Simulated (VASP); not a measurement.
Crystal: ZnO.

```xyz
4
Lattice="3.2494 0.0000 0.0000 -1.6247 2.8141 0.0000 0.0000 0.0000 5.2038" Properties=species:S:1:pos:R:3 pbc="T T T"
Zn    0.0000    1.8760    0.0000
Zn    1.6247    0.9380    2.6019
O     0.0000    1.8760    1.9879
O     1.6247    0.9380    4.5898
```

```yaml
Program: VASP 6.6.1
Task: relaxation of cell and atoms
Functional: PBE
Potentials_or_basis: VASP PAW PBE potentials, release 64 (Zn, O)
Cutoff: 600 eV
k_mesh: 8 × 8 × 5
Occupations: gaussian, width 0.02 eV
Spin: no spin polarisation
```

At the start: pressure 5.9 GPa; volume 11.90 Å³/atom.

**Question.** How do energy, volume and symmetry change on relaxing?

**Answer.** Over 13 steps the energy falls by 8.9 meV/atom and the volume is 12.40 Å³/atom (+4.2 %); space group P6_3mc (No. 186, to 0.1 Å) before and after.

Step by step:
| step | energy change (eV) | largest force (eV/Å) | pressure (GPa) | volume (Å³) |
| --- | --- | --- | --- | --- |
| 1 | 0.0000 | 0.0289 | 5.86 | 47.58 |
| 2 | -0.0265 | 0.0218 | -2.61 | 50.64 |
| 3 | -0.0351 | 0.0240 | -0.02 | 49.58 |
| 4 | -0.0351 | 0.0241 | 0.07 | 49.54 |
| 5 | -0.0353 | 0.0239 | 0.14 | 49.54 |
| 6 | -0.0356 | 0.0209 | 0.17 | 49.55 |
| 7 | -0.0356 | 0.0207 | 0.14 | 49.55 |
| 8 | -0.0357 | 0.0060 | -0.15 | 49.65 |
| 9 | -0.0357 | 0.0046 | -0.11 | 49.61 |
| 10 | -0.0357 | 0.0063 | 0.03 | 49.60 |
| 11 | -0.0357 | 0.0046 | -0.09 | 49.61 |
| 12 | -0.0357 | 0.0059 | -0.02 | 49.61 |
| 13 | -0.0357 | 0.0002 | -0.02 | 49.59 |

Final structure:
```xyz
4
Lattice="3.2857 0.0000 0.0000 -1.6428 2.8455 0.0000 0.0000 0.0000 5.3036" Properties=species:S:1:pos:R:3 pbc="T T T"
Zn    0.0000    1.8970    0.0078
Zn    1.6428    0.9485    2.6596
O     0.0000    1.8970    2.0182
O     1.6428    0.9485    4.6699
```
